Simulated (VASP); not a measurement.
# O in VASP: notebook, part 2 of 2

VASP 6.6.1. Earlier steps stand in the parts before.

## 4. Single point, PBE+D3(BJ), collinear spin, ferromagnetic start

The input, INCAR:

```
  ALGO = Normal
  EDIFF = 1E-7
  ENCUT = 520
  GGA = PE
  ISIF = 2
  ISMEAR = -1
  ISPIN = 2
  IVDW = 12
  LASPH = T
  LCHARG = T
  LELF = T
  LORBIT = 11
  LREAL = Auto
  LVHAR = T
  LWAVE = F
  MAGMOM = 1 1 1 1 1 1 1 1 1 1 1 1 1 1 1 1
  NBANDS = 66
  NELM = 150
  PREC = Accurate
  SIGMA = 0.02
```

The input, KPOINTS:

```
k-points
0
Gamma
  1 1 1
```

The input, POSCAR:

```
O
1.0
    7.8772940000      0.0000000000      0.0000000000
    0.0000000000      7.8772940000      0.0000000000
    0.0000000000      0.0000000000      7.8772940000
O
16
Direct
   -0.0109809282      0.4890384947      1.0350635637
   -0.0046843497      0.6362210170      0.9865570588
    0.4568573929      0.2618538803      0.2494384493
    0.3932822616      0.3700763232      0.1517272302
    0.1204728426      0.1687381479      0.6881804843
    0.1773832486      0.0311528299      0.6416035761
   -0.0199814810      0.7084920278      0.3233343836
    0.0647430450      0.8323543593      0.3290850894
    0.7618098296      0.0825029509      0.9699777614
    0.8416215010      0.1274676304      0.8488067095
    0.4742745415      0.9248607453      1.0158691551
    0.4568446982      0.8726219943      0.8731424776
    0.7455605948      0.1056073317      0.4302238814
    0.8868273801      0.1332818097      0.3807017994
    0.3662932982      0.7851046311      0.3229662369
    0.3938027450      0.6763617049      0.4323565935
```

Started as:

```console
cat potpaw_PBE.64/O/POTCAR > POTCAR
mpirun -np 1 vasp_gam > vasp.out
```

Wall time 3.6 min (1 thread of AMD EPYC 7R13, shared host); peak memory 0.56 GiB.

It converged, with:

```yaml
Free_energy: -78.8512 eV
Pressure: 1.9 GPa
Largest_force: 4.416 eV/Å
Band_gap_on_the_k_mesh: 1.28 eV
Net_moment: 16.00 μB per cell
Site_moments: O +0.81, +0.82, +0.80 μB
Valence_electrons_inside_the_program's_atomic_spheres: O 4.90, 4.91, 4.86, 4.97, 4.95, 4.93, 4.94, 4.89
Dispersion_energy_per_atom: -0.024 eV
```

Forces in eV/Å, atoms in the order of the input:
```
O   -0.039 -0.827  0.183
O    0.047  0.731 -0.432
O   -0.565  0.931 -0.818
O    0.521 -0.908  0.797
O    0.190  0.336 -0.039
O    0.131 -0.256 -0.077
O   -2.566 -3.594  0.037
O    1.899  3.634  0.153
O   -1.426 -0.788  2.427
O    1.415  0.888 -2.298
O    0.025  0.673  2.073
O   -0.247 -0.795 -2.114
O   -2.575 -0.539  0.933
O    2.489  0.658 -0.935
O    0.675 -0.170  0.087
O    0.027  0.027  0.023
```

Stress tensor (GPa, compression positive):
```
 2.61  1.32 -1.00
 1.32  1.54  0.19
-1.00  0.19  1.69
```

Levels at points of the mesh, in eV from the valence-band top:
Spin up:
```csv
k point,band 53,band 54,band 55,band 56,band 57,band 58,band 59,band 60
"(0.00, 0.00, 0.00)",-0.45,-0.30,-0.24,0.00,5.15,6.69,6.79,6.91
```
Spin down:
| k point | band 37 | band 38 | band 39 | band 40 | band 41 | band 42 | band 43 | band 44 |
| --- | --- | --- | --- | --- | --- | --- | --- | --- |
| (0.00, 0.00, 0.00) | -5.08 | -5.03 | -4.96 | -4.83 | 1.28 | 1.33 | 1.34 | 1.41 |

Caveat: the k points lie up to 0.80 Å⁻¹ apart; the standard files for N, O and F lose accuracy on very short bonds.

## 5. Single point, PBE+D3(BJ), collinear spin, ferromagnetic start

The input, INCAR:

```
SYSTEM = O
PREC     = Accurate       ! precision mode
ENCUT    = 520            ! plane-wave cutoff, eV
EDIFF    = 1E-6           ! SCF threshold, eV
ISMEAR   = -1             ! smearing method
SIGMA    = 0.02           ! smearing width, eV
LREAL    = Auto         
LASPH    = .True.         ! aspherical terms in the spheres
NELM     = 150            ! most SCF steps
ALGO     = Normal         ! electronic algorithm
ISIF     = 2              ! what is computed and relaxed
LWAVE    = .False.        ! write WAVECAR
LCHARG   = .False.        ! write CHGCAR
ISPIN    = 2              ! spin polarisation
MAGMOM   = 1 1 1 1 1 1 1 1 1 1 1 1 1 1 1 1 ! initial moments
LORBIT   = 11             ! projections on sites
GGA      = PE             ! functional
IVDW     = 12             ! dispersion correction
NBANDS   = 66             ! bands
```

The input, KPOINTS:

```
Automatic mesh
0
Gamma
  1 1 1
  0 0 0
```

The input, POSCAR:

```
O
1.0
    7.8772940000      0.0000000000      0.0000000000
    0.0000000000      7.8772940000      0.0000000000
    0.0000000000      0.0000000000      7.8772940000
O
16
Direct
    0.0044558449      0.4587742948      0.9263968058
   -0.0044050660      0.6050935766      0.8899375852
    0.4215533913      0.2910898083      0.2123191035
    0.3837104468      0.3799401165      0.0906783472
    0.2056797677      0.2175366312      0.5723539073
    0.1410890593      0.0794562194      0.5313499788
   -0.0056237586      0.6528257039      0.3239183405
   -0.0595128226      0.7907918633      0.3729453287
    0.9069231134     -0.0518071307      0.8152672733
    0.8102147768      0.0684625964      0.8445412854
    0.4745665199      0.9169646328      1.0523410704
    0.4808377090      0.9572068784      0.8970847095
    0.6892214509      0.1337388194      0.3591715632
    0.8392983682      0.1387151476      0.3989187150
    0.4131367955      0.7369535782      0.3116933302
    0.4463207797      0.7435294404      0.4653501570
```

Started as:

```console
cat potpaw_PBE.64/O/POTCAR > POTCAR
mpirun -np 1 vasp_gam > vasp.out
```

Wall time 2.4 min (1 thread of AMD EPYC 7R13, shared host); peak memory 0.55 GiB.

Results (log left out):

```yaml
Free_energy: -79.2198 eV
Pressure: 0.3 GPa
Largest_force: 3.688 eV/Å
Band_gap_on_the_k_mesh: 1.55 eV
Net_moment: 16.00 μB per cell
Site_moments: O +0.81, +0.80, +0.82 μB
Valence_electrons_inside_the_program's_atomic_spheres: O 4.96, 4.90, 4.87, 4.89, 4.88, 4.85
Dispersion_energy_per_atom: -0.023 eV
```

Forces on the atoms (eV/Å):
```
O    0.214 -3.574  0.883
O   -0.197  3.496 -0.873
O    0.054 -0.329  0.524
O   -0.190  0.425 -0.595
O   -0.266 -0.610 -0.164
O    0.521  0.619  0.238
O    0.101 -0.296 -0.095
O   -0.101  0.182  0.073
O   -0.195  0.267  0.063
O    0.307 -0.158 -0.074
O    0.122  0.613 -2.139
O   -0.222 -0.513  1.886
O   -0.639 -0.078 -0.142
O    0.536  0.108  0.138
O    0.042 -0.134  0.660
O   -0.086 -0.019 -0.386
```

Stress tensor (GPa, compression positive):
```
 0.39 -0.25  0.18
-0.25  1.22 -0.50
 0.18 -0.50 -0.64
```

Levels at points of the mesh, in eV from the valence-band top:
Spin up:
```tsv
k point	band 54	band 55	band 56	band 57	band 58	band 59
(0.00, 0.00, 0.00)	-0.13	-0.01	0.00	5.51	6.99	7.14
```
Spin down:
```csv
k point,band 38,band 39,band 40,band 41,band 42,band 43
"(0.00, 0.00, 0.00)",-4.60,-4.49,-4.38,1.55,1.59,1.72
```

Caveat: the k points lie up to 0.80 Å⁻¹ apart; the standard files for N, O and F lose accuracy on very short bonds.

## 6. Relaxation of the atoms, PBE+D3(BJ), collinear spin, ferromagnetic start

The input, INCAR:

```
PREC = Accurate
ENCUT = 520
EDIFF = 1E-7
ISMEAR = -1
SIGMA = 0.02
LREAL = Auto
LASPH = True
NELM = 150
ALGO = Normal
ISIF = 2
LWAVE = False
LCHARG = False
ISPIN = 2
MAGMOM = 1 1 1 1 1 1 1 1 1 1 1 1 1 1 1 1
LORBIT = 11
GGA = PE
IVDW = 12
IBRION = 2
NSW = 35
EDIFFG = -0.3
```

The input, KPOINTS:

```
Automatic mesh
0
Gamma
  1 1 1
```

The input, POSCAR:

```
O
1.0
    7.8772940000      0.0000000000      0.0000000000
    0.0000000000      7.8772940000      0.0000000000
    0.0000000000      0.0000000000      7.8772940000
O
16
Direct
    0.1738591000      0.6646754000      1.0188294000
    0.1733196000      0.6653772000      0.8606614000
    0.4081563000      0.3315637000      0.2973870000
    0.4237377000      0.3258594000      0.1400891000
    0.0329759000      0.1952509000      0.7923117000
    0.1529993000      0.1132363000      0.7299746000
    0.0244828000      0.8434969000      0.5267429000
   -0.0202909000      0.9311112000      0.4029004000
    0.8148892000      0.1273331000      0.9960165000
    0.7495245000     -0.0037382000      0.9363032000
    0.4107180000      0.9350605000      0.9575811000
    0.4300653000      0.9870161000      0.8094452000
    0.6411975000      0.1525793000      0.6271516000
    0.7097680000      0.1747093000      0.4863457000
    0.3886670000      0.6224130000      0.5623373000
    0.3643086000      0.6494770000      0.4084148000
```

Potentials or basis: VASP PAW PBE potentials, release 64 (O).

Started as:

```console
cat potpaw_PBE.64/O/POTCAR > POTCAR
mpirun -np 1 vasp_gam > vasp.out
```

It took 25 min on 1 thread of AMD EPYC 7R13, shared host; peak memory 0.6 GiB.

It converged, with:

```
Free energy                                           : -79.4299 eV
Energy gained by relaxing                             : 28.5 meV/atom
Ionic steps                                           : 15
Pressure after relaxing                               : 0.0 GPa
Largest force after relaxing                          : 0.177 eV/Å
Band gap on the k mesh                                : 1.81 eV
Net moment                                            : 16.00 μB per cell
Site moments                                          : O +0.81, +0.82 μB
Valence electrons inside the program's atomic spheres : O 4.89
Dispersion energy per atom                            : -0.025 eV
```

Forces in eV/Å, atoms in the order of the input:
```
O   -0.071 -0.070  0.035
O   -0.054 -0.039  0.022
O   -0.061 -0.035  0.014
O   -0.001  0.018 -0.062
O    0.044  0.002 -0.029
O   -0.085  0.154  0.025
O   -0.045 -0.072  0.001
O    0.034 -0.019 -0.062
O    0.014  0.027  0.032
O    0.126 -0.043  0.049
O    0.008  0.047  0.048
O    0.010 -0.067 -0.011
O    0.022  0.056 -0.070
O    0.012  0.026  0.034
O    0.029 -0.027  0.007
O    0.019  0.043 -0.032
```

Stress tensor (GPa, compression positive):
```
 0.17  0.04  0.02
 0.04  0.02 -0.03
 0.02 -0.03 -0.07
```

The path:
```
step  energy change (eV)  largest force (eV/Å)  pressure (GPa)
   1              0.0000                1.1831           -0.44
   2              2.1130                9.1541            8.20
   3             -0.0622                0.5972            0.67
   4             -0.0623                0.5930            0.65
   5             -0.1020                0.5177            0.58
   6             -0.1995                0.5193            0.35
   7             -0.2754                2.5097           -0.35
   8             -0.2816                2.4562           -0.34
   9             -0.2988                2.3023           -0.31
  10             -0.3288                2.0247           -0.26
  11             -0.3734                1.6107           -0.20
  12             -0.4179                1.4497           -0.19
  13             -0.4222                1.6476           -0.25
  14             -0.4534                0.4633           -0.04
  15             -0.4557                0.1774            0.04
```

Final structure:
```cif
data_structure
_symmetry_space_group_name_H-M 'P 1'
_symmetry_Int_Tables_number 1
_cell_length_a 7.8773
_cell_length_b 7.8773
_cell_length_c 7.8773
_cell_angle_alpha 90.000
_cell_angle_beta 90.000
_cell_angle_gamma 90.000
_cell_volume 488.80
loop_
_atom_site_label
_atom_site_type_symbol
_atom_site_fract_x
_atom_site_fract_y
_atom_site_fract_z
_atom_site_occupancy
O1 O 0.16453 0.65590 0.02250 1
O2 O 0.16579 0.66013 0.86608 1
O3 O 0.40680 0.30715 0.28977 1
O4 O 0.42395 0.32625 0.13547 1
O5 O 0.04669 0.22935 0.76439 1
O6 O 0.15099 0.12619 0.70941 1
O7 O 0.01827 0.83436 0.52042 1
O8 O 0.98581 0.92603 0.39784 1
O9 O 0.77250 0.11805 0.04272 1
O10 O 0.78200 0.99042 0.95272 1
O11 O 0.39934 0.93590 0.96953 1
O12 O 0.44292 0.95816 0.82099 1
O13 O 0.64702 0.16896 0.61325 1
O14 O 0.71648 0.18283 0.47361 1
O15 O 0.39280 0.62068 0.55866 1
O16 O 0.36248 0.67505 0.41513 1
```

Levels at points of the mesh, in eV from the valence-band top:
Spin up:
```tsv
k point	band 53	band 54	band 55	band 56	band 57	band 58	band 59	band 60
(0.00, 0.00, 0.00)	-0.09	-0.05	-0.03	0.00	5.79	6.97	7.33	7.56
```
Spin down:
```tsv
k point	band 38	band 39	band 40	band 41	band 42	band 43
(0.00, 0.00, 0.00)	-4.40	-4.37	-4.22	1.81	1.86	1.95
```

Caveat: the k points lie up to 0.80 Å⁻¹ apart; the standard files for N, O and F lose accuracy on very short bonds; the relaxation stopped at a loose force limit of 0.3 eV/Å, so its end isn't a converged minimum.
